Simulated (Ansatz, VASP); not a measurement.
# One calculation of Rh, two programs

Contents of POSCAR:

```
Rh
1.0
    0.0000000000      1.8445035000      1.8730267500
    1.8445035000      0.0000000000      1.8730267500
    1.8445035000      1.8445035000      0.0000000000
Rh
1
Direct
    0.0000000000      0.0000000000      0.0000000000
```

The input INCAR.step1:

```
PREC = Accurate ; ENCUT = 520
ISMEAR = 0 ; SIGMA = 0.15
LREAL = False ; LASPH = True
NELM = 80 ; NBANDS = 14
GGA = PE ; ALGO = Normal
EDIFF = 1E-4 ; LWAVE = True
LCHARG = False
```

INCAR.step2

```
PREC = Accurate ; ENCUT = 520
EDIFF = 1E-6 ; ISMEAR = 0
SIGMA = 0.15 ; LREAL = False
LASPH = True ; NELM = 80
ALGO = Normal ; ISIF = 2
LWAVE = False ; LCHARG = False
METAGGA = R2SCAN ; LMIXTAU = True
NBANDS = 14 ; ISTART = 1
```

Contents of KPOINTS:

```
Automatic mesh
0
Gamma
  8 8 8
```

Input for Ansatz:

```yaml
crystal:
  lattice:
    - [0.0, 1.8445035, 1.87302675]
    - [1.8445035, 0.0, 1.87302675]
    - [1.8445035, 1.8445035, 0.0]
  atoms:
    - { symbol: Rh, position: [0.0, 0.0, 0.0] }
basis:
  ecutwfc: 500
kpoints:
  mp_grid: { grid: [8, 8, 8] }
hamiltonian:
  xc: r2scan
scf:
  occupations: { method: gaussian, width: 0.15 }
output:
  forces: true
  stress: true
  eigenvalues: true
```

Change from the starting cell: strain -0.030 along x and y, -0.015 along z, atoms carried along.

Alike in both runs: task single point; functional r2SCAN; k mesh 8 × 8 × 8; occupations gaussian, width 0.15 eV; no spin polarisation.

|  | VASP | Ansatz |
| --- | --- | --- |
| version | VASP 6.6.1 | Ansatz 0.2.0 |
| potentials or method | VASP PAW PBE potentials, release 64 (Rh_pv), cutoff 520 eV | scalar-relativistic, plane waves, PAW |
| valence electrons in the cell | 15 | 17 |

```tsv
	VASP	Ansatz	Ansatz less VASP
gap on the k mesh at the Fermi level (eV)	none	none	-
pressure (GPa)	27.8	26.0	-1.74
traceless stress, the component that is largest in VASP (GPa)	-3.06	-3.05	+0.013
```

VASP's potentials were made for PBE, not for r2SCAN. A gap of «none» marks a metal or a gap that the smearing closes. VASP's potentials hold 15 valence electrons a cell and Ansatz's 17, so a difference there can come from the potentials and not from the codes.

The k mesh is coarse, so the values compare programs but aren't converged.
